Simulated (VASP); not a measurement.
AlN, 2 atoms in the cell. The structure is cubic, space group F-43m (No. 216). The conventional cell has a = 4.380 Å, b = 4.380 Å, c = 4.380 Å, α = 90.00°, β = 90.00°, γ = 90.00°. Within 2.5 Å of Al (site symmetry -43m) lie 4 N at 1.90 Å. N (site symmetry -43m) has 4 Al at 1.90 Å within 2.5 Å. 

- Program: VASP 6.6.1
- Task: single point
- Functional: PBE
- Dispersion: D3(BJ)
- Potentials or basis: VASP PAW PBE potentials, release 64 (Al, N)
- Cutoff: 600 eV
- k mesh: 8 × 8 × 8
- Occupations: gaussian, width 0.1 eV
- Spin: no spin polarisation
- Dipole correction: no
- Further INCAR settings: ALGO = Normal; EDIFF = 1e-06; NBANDS = 11

Potentials or basis: VASP PAW PBE potentials, release 64 (Al, N).

Command:

```bash
$ cat potpaw_PBE.64/Al/POTCAR potpaw_PBE.64/N/POTCAR > POTCAR
$ mpirun -np 1 vasp_std > vasp.out
```

Hardware: 1 thread of Intel(R) Xeon(R) 6975P-C (Granite Rapids), on a shared host.

Q: How long does it take, and how much memory?

A: It took 4.6 s on 1 thread of Intel(R) Xeon(R) 6975P-C (Granite Rapids) (shared host), peak memory 0.16 GiB. Counts: scf iterations 12, k points 29.
